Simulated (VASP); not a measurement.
# AlIn2N3 (Cmc2_1) in VASP: notebook

AlIn2N3 is run at these levels: PBE; tasks: single point.

Everything below comes from runs of VASP 6.6.1. Logs are shortened: lines on timing, memory, paths and dates and some standing lists are left out, and cuts for length are marked.

### 1 The cell of the first run

Symmetry: Cmc2_1, No. 36, orthorhombic system. Conventional cell: a = 10.314 Å, b = 5.937 Å, c = 5.514 Å, α = 90.00°, β = 90.00°, γ = 90.00°. Within 2.5 Å of Al (site symmetry m) lie 4 N at 1.91 to 1.93 Å. In (site symmetry 1) has 4 N at 2.19 to 2.20 Å within 2.9 Å. Within 2.5 Å of N (site symmetry 1) lie 1 Al at 1.91 Å and 3 In at 2.19 to 2.20 Å. N (site symmetry m) has 2 Al at 1.92 to 1.93 Å and 2 In at 2.19 Å within 2.5 Å.

### 2 Single point, PBE

The input, INCAR:

```
SYSTEM = AlIn2N3
PREC     = Accurate       ! precision mode
ENCUT    = 520            ! plane-wave cutoff, eV
EDIFF    = 1E-7           ! SCF threshold, eV
ISMEAR   = 0              ! smearing method
SIGMA    = 0.02           ! smearing width, eV
LREAL    = .False.        ! projectors in reciprocal space
LASPH    = .True.         ! aspherical terms in the spheres
NELM     = 80             ! most SCF steps
ALGO     = Normal         ! electronic algorithm
ISIF     = 2              ! what is computed and relaxed
LWAVE    = .False.        ! write WAVECAR
LCHARG   = .False.        ! write CHGCAR
GGA      = PE             ! functional
NBANDS   = 56             ! bands
```

The input, KPOINTS:

```
regular mesh
0
Gamma
  6 6 6
  0 0 0
```

The input, POSCAR:

```
AlIn2N3
1.0
    5.1570204125     -2.9683814711      0.0000000000
    5.1570204125      2.9683814711      0.0000000000
    0.0000000000      0.0000000000      5.5143437863
Al In N
2 4 6
Direct
    0.3412382926      0.6587617074      0.9892056506
    0.6587617074      0.3412382926      0.4892056506
    0.9885354999      0.3352964080      0.9873351222
    0.6647035920      0.0114645001      0.9873351222
    0.0114645001      0.6647035920      0.4873351222
    0.3352964080      0.9885354999      0.4873351222
    0.9691395658      0.3330219616      0.3852836886
    0.6669780384      0.0308604342      0.3852836886
    0.0308604342      0.6669780384      0.8852836886
    0.3330219616      0.9691395658      0.8852836886
    0.3681324813      0.6318675187      0.3375567278
    0.6318675187      0.3681324813      0.8375567278
```

Potentials or basis: VASP PAW PBE potentials, release 64 (Al, In_d, N).

Launch:

```
> cat potpaw_PBE.64/Al/POTCAR potpaw_PBE.64/In_d/POTCAR potpaw_PBE.64/N/POTCAR > POTCAR
> mpirun -np 1 vasp_std > vasp.out
```

OUTCAR:

```text
SYSTEM = AlIn2N3
   PREC = Accurate
   ENCUT = 520
   EDIFF = 1E-7
   ISMEAR = 0
   LREAL = .False.
   LASPH = .True.
   NELM = 80
   ISIF = 2
   GGA = PE

 ion  position               nearest neighbor table
   1  0.341  0.659  0.989-   9 1.91  10 1.91  12 1.92  11 1.93   3 3.33   4 3.33   2 3.34   2 3.34
                             5 3.37   6 3.37   6 3.38   5 3.38   3 3.48   4 3.48   4 3.49   3 3.49
   2  0.659  0.341  0.489-   7 1.91   8 1.91  11 1.92  12 1.93   6 3.33   5 3.33   1 3.34   1 3.34
                             3 3.37   4 3.37   4 3.38   3 3.38   5 3.48   6 3.48   6 3.49   5 3.49
   3  0.989  0.335  0.987-   9 2.19  10 2.19  12 2.19   7 2.20   1 3.33   4 3.34   2 3.37   2 3.38
                             5 3.43   5 3.43   6 3.44   6 3.44   4 3.48   4 3.48   1 3.48   1 3.49
   4  0.665  0.011  0.987-  10 2.19   9 2.19  12 2.19   8 2.20   1 3.33   3 3.34   2 3.37   2 3.38
                             6 3.43   6 3.43   5 3.44   5 3.44   3 3.48   3 3.48   1 3.48   1 3.49
   5  0.011  0.665  0.487-   7 2.19   8 2.19  11 2.19   9 2.20   2 3.33   6 3.34   1 3.37   1 3.38
                             3 3.43   3 3.43   4 3.44   4 3.44   6 3.48   6 3.48   2 3.48   2 3.49
   6  0.335  0.989  0.487-   8 2.19   7 2.19  11 2.19  10 2.20   2 3.33   5 3.34   1 3.37   1 3.38
                             4 3.43   4 3.43   3 3.44   3 3.44   5 3.48   5 3.48   2 3.48   2 3.49
   7  0.969  0.333  0.385-   2 1.91   5 2.19   6 2.19   3 2.20
   8  0.667  0.031  0.385-   2 1.91   6 2.19   5 2.19   4 2.20
   9  0.031  0.667  0.885-   1 1.91   3 2.19   4 2.19   5 2.20
  10  0.333  0.969  0.885-   1 1.91   4 2.19   3 2.19   6 2.20
  11  0.368  0.632  0.338-   2 1.92   1 1.93   5 2.19   6 2.19
  12  0.632  0.368  0.838-   1 1.92   2 1.93   3 2.19   4 2.19

  LATTYP: Found a base centered orthorhombic cell.
 ALAT       =     5.9367629422
 B/A-ratio  =     1.7373172763
 C/A-ratio  =     0.9288468884

  Lattice vectors:

 A1 = (  -5.1570204125,  -2.9683814711,   0.0000000000)
 A2 = (   5.1570204125,  -2.9683814711,   0.0000000000)
 A3 = (   0.0000000000,   0.0000000000,   5.5143437863)

Analysis of symmetry for initial positions (statically):
=====================================================================
 Subroutine PRICEL returns:
 Original cell was already a primitive cell.

 Routine SETGRP: Setting up the symmetry group for a
 base centered orthorhombic supercell.

 Subroutine GETGRP returns: Found  4 space group operations
 (whereof  2 operations were pure point group operations)
 out of a pool of  8 trial point group operations.

The static configuration has the point symmetry C_1h.
 The point group associated with its full space group is C_2v.

Analysis of symmetry for dynamics (positions and initial velocities):
=====================================================================
[... 145 lines left out ...]
   EFERMI =   0.00;   METHOD = LEGACY
   ISMEAR =     0;   SIGMA  =   0.02  broadening in eV -4-tet -1-fermi 0-gaus
   EFERMI_NEDOS =   21; number of points for ismear=-14 and -15
   IALGO  =     38    algorithm
   IMIX   =      4    mixing-type and parameters
     AMIX     =   0.40;   BMIX     =  1.00
     AMIX_MAG =   1.60;   BMIX_MAG =  1.00
  volume/ion in A,a.u.               =      14.07        94.94
  Fermi-wavevector in a.u.,A,eV,Ry     =   1.317513  2.489739 23.617545  1.735841
  Thomas-Fermi vector in A             =   2.447549
   LORBIT       =      0    0 simple, 1 ext, 2 COOP (PROOUT), +10 PAW based schemes
   GGA     = PE    functional components
   LHFCALC =     F    Hartree Fock is set to
   AEXX    =    0.0000 exact exchange contribution
   IVDW    =     0    specifies the selected vdW correction
   LEPSILON=     F    determine dielectric tensor
   LRPA    =     F    only Hartree local field effects (RPA)
 non-spin polarized calculation
 Gauss-broadening in eV      SIGMA  =   0.02
  energy-cutoff  :      520.00
  volume of cell :      168.83
 maximum number of plane-waves:      4576
 NGX is ok and might be reduce to    48
   NGX = 23   NGY = 23   NGZ = 21

 number of electron      88.0000022 magnetization

 Free energy of the ion-electron system (eV)
  ---------------------------------------------------
  ext. energy  EPLUGINS =         0.00000000
  ---------------------------------------------------
  free energy    TOTEN  =       -72.41008426 eV

  energy without entropy =      -72.41008426  energy(sigma->0) =      -72.41008426

 E-fermi :   6.1412     XC(G=0): -10.7043

 val. band max:        6.0508151614   @ k =   0.0000   0.0000   0.0000
 cond. band min:       6.9013260800   @ k =   0.0000   0.0000   0.0000
 fundamental gap:      0.8505109186
 Fermi energy:         6.1411657058

 k-point     1 :       0.0000    0.0000    0.0000
  band No.  band energies     occupation
      1      -8.3853      2.00000
      2      -8.3527      2.00000
      3      -8.1717      2.00000
      4      -8.1640      2.00000
      5      -8.0027      2.00000
      6      -7.8392      2.00000
[... 1405 lines left out ...]
     55      14.2402      0.00000
     56      14.5580      0.00000

 [... further k-points ...]
[... 5 lines left out ...]
  --------------------------------------------------------------------------------------
  -------------------------------------------------------------------------------------
  Total       -0.9966104     -0.9941647     -1.0023553      0.0000000      0.0000000      0.0000000
  in kB       -9.4578757     -9.4346661     -9.5123950      0.0000000      0.0000000      0.0000000
  external PRESSURE =      -9.4683123 kB  Pullay stress =       0.0000000 kB

 VOLUME and BASIS-vectors are now :
 -----------------------------------------------------------------------------
  energy-cutoff  :      520.00
  volume of cell :      168.83
      direct lattice vectors                 reciprocal lattice vectors
     5.157020412 -2.968381471  0.000000000     0.096955211 -0.168441962  0.000000000
     5.157020412  2.968381471  0.000000000     0.096955211  0.168441962  0.000000000
     0.000000000  0.000000000  5.514343786     0.000000000  0.000000000  0.181345240

 POSITION                                       TOTAL-FORCE (eV/Angst)
 -----------------------------------------------------------------------------------
      5.15702      0.94253      5.45482         0.000000      0.002740     -0.003453
      5.15702     -0.94253      2.69765         0.000000     -0.002740     -0.003453
      6.82703     -1.93906      5.44451         0.000996     -0.000249     -0.001667
      3.48701     -1.93906      5.44451        -0.000996     -0.000249     -0.001667
      3.48701      1.93906      2.68733        -0.000996      0.000249     -0.001667
      6.82703      1.93906      2.68733         0.000996      0.000249     -0.001667
      6.71527     -1.88824      2.12459        -0.031590      0.019475      0.013280
      3.59877     -1.88824      2.12459         0.031590      0.019475      0.013280
      3.59877      1.88824      4.88176         0.031590     -0.019475      0.013280
      6.71527      1.88824      4.88176        -0.031590     -0.019475      0.013280
      5.15702      0.78287      1.86140         0.000000     -0.032102     -0.019773
      5.15702     -0.78287      4.61858         0.000000      0.032102     -0.019773
 -----------------------------------------------------------------------------------
    total drift:                               -0.000000     -0.000000      0.002001

  FREE ENERGIE OF THE ION-ELECTRON SYSTEM (eV)
  ---------------------------------------------------
  free  energy   TOTEN  =       -72.4100842628 eV

  energy  without entropy=      -72.4100842628  energy(sigma->0) =      -72.41008426
```

It took 15 min on 1 thread of AMD EPYC 7R13, shared host; peak memory 0.52 GiB.

What came out:

```yaml
Free_energy: -72.4101 eV
Pressure: -0.9 GPa
Largest_force: 0.039 eV/Å
Band_gap_on_the_k_mesh: 0.85 eV
```

Forces in eV/Å, atoms in the order of the input:
```
Al   0.000  0.003 -0.003
Al   0.000 -0.003 -0.003
In   0.001  0.000 -0.002
In  -0.001  0.000 -0.002
In  -0.001  0.000 -0.002
In   0.001  0.000 -0.002
N   -0.032  0.019  0.013
N    0.032  0.019  0.013
N    0.032 -0.019  0.013
N   -0.032 -0.019  0.013
N    0.000 -0.032 -0.020
N    0.000  0.032 -0.020
```

Levels at points of the mesh, in eV from the valence-band top:
```csv
k point,band 40,band 41,band 42,band 43,band 44,band 45,band 46,band 47,band 48,band 49
"(0.00, 0.00, 0.00)",-0.60,-0.58,-0.05,-0.01,0.00,0.85,3.40,4.96,5.32,5.86
"(0.50, 0.00, 0.00)",-0.83,-0.73,-0.63,-0.60,-0.41,3.49,3.55,4.60,4.79,5.52
"(0.50, 0.50, 0.00)",-0.95,-0.76,-0.71,-0.48,-0.37,3.49,3.58,4.18,5.19,5.27
"(0.00, 0.00, 0.50)",-0.65,-0.32,-0.32,-0.23,-0.23,3.12,3.12,5.80,5.80,5.90
"(0.50, 0.00, 0.50)",-1.17,-0.95,-0.95,-0.87,-0.87,3.88,3.88,4.41,4.41,5.07
"(0.50, 0.50, 0.50)",-1.18,-0.99,-0.99,-0.70,-0.70,3.97,3.97,4.42,4.42,4.95
```

Caveat: spin-orbit coupling is left out, which moves the levels of the heavy elements.

### 3 Single point, PBE (13.55 Å³/atom)

This run uses another cell than the first one, of 13.55 Å³/atom.

The input, INCAR:

```
PREC     = Accurate       # precision mode
ENCUT    = 520            # plane-wave cutoff, eV
EDIFF    = 1E-7           # SCF threshold, eV
ISMEAR   = 0              # smearing method
SIGMA    = 0.02           # smearing width, eV
LREAL    = False          # projectors in reciprocal space
LASPH    = True           # aspherical terms in the spheres
NELM     = 100            # most SCF steps
ALGO     = Normal         # electronic algorithm
ISIF     = 2              # what is computed and relaxed
LWAVE    = False          # write WAVECAR
LCHARG   = False          # write CHGCAR
GGA      = PE             # functional
NBANDS   = 56             # bands
```

The input, KPOINTS:

```
Automatic mesh
0
Gamma
  6 6 6
```

The input, POSCAR:

```
AlIn2N3
1.0
    5.0961598526     -2.9319082574      0.0000000000
    5.0961598526      2.9319082574      0.0000000000
    0.0000000000      0.0000000000      5.4408397661
Al In N
2 4 6
Direct
    0.3408253194      0.6591746806      0.9891875682
    0.6591746806      0.3408253194      0.4891875682
    0.9877470018      0.3358504244      0.9869878711
    0.6641495756      0.0122529982      0.9869878711
    0.0122529982      0.6641495756      0.4869878711
    0.3358504244      0.9877470018      0.4869878711
    0.9696169232      0.3325958376      0.3857276895
    0.6674041624      0.0303830768      0.3857276895
    0.0303830768      0.6674041624      0.8857276895
    0.3325958376      0.9696169232      0.8857276895
    0.3686839996      0.6313160004      0.3373813106
    0.6313160004      0.3686839996      0.8373813106
```

Potentials or basis: VASP PAW PBE potentials, release 64 (Al, In_d, N).

Launch:

```
> cat potpaw_PBE.64/Al/POTCAR potpaw_PBE.64/In_d/POTCAR potpaw_PBE.64/N/POTCAR > POTCAR
> mpirun -np 1 vasp_std > vasp.out
```

It took 17 min on 1 thread of Intel Xeon 8259CL, shared host; peak memory 0.53 GiB.

The run converged. Its results:

```yaml
Free_energy: -72.3354 eV
Pressure: 4.8 GPa
Largest_force: 0.039 eV/Å
Band_gap_on_the_k_mesh: 1.01 eV
```

Forces in eV/Å, atoms in the order of the input:
```
Al   0.000  0.000  0.004
Al   0.000  0.000  0.004
In   0.000 -0.001 -0.004
In   0.000 -0.001 -0.004
In   0.000  0.001 -0.004
In   0.000  0.001 -0.004
N   -0.028  0.017  0.015
N    0.028  0.017  0.015
N    0.028 -0.017  0.015
N   -0.028 -0.017  0.015
N    0.000 -0.029 -0.026
N    0.000  0.029 -0.026
```

Levels at points of the mesh, in eV from the valence-band top:
```csv
k point,band 40,band 41,band 42,band 43,band 44,band 45,band 46,band 47,band 48,band 49
"(0.00, 0.00, 0.00)",-0.62,-0.61,-0.05,-0.01,0.00,1.01,3.59,5.02,5.37,6.13
"(0.50, 0.00, 0.00)",-0.87,-0.77,-0.65,-0.63,-0.43,3.67,3.73,4.80,4.96,5.61
"(0.50, 0.50, 0.00)",-0.98,-0.79,-0.74,-0.50,-0.39,3.66,3.76,4.38,5.37,5.40
"(0.00, 0.00, 0.50)",-0.68,-0.33,-0.33,-0.24,-0.24,3.29,3.29,6.05,6.05,6.06
"(0.50, 0.00, 0.50)",-1.22,-0.98,-0.98,-0.91,-0.91,4.04,4.04,4.56,4.56,5.24
"(0.50, 0.50, 0.50)",-1.24,-1.02,-1.02,-0.73,-0.73,4.10,4.10,4.61,4.61,5.10
```

Caveat: the cell stands under pressure; spin-orbit coupling is left out, which moves the levels of the heavy elements.
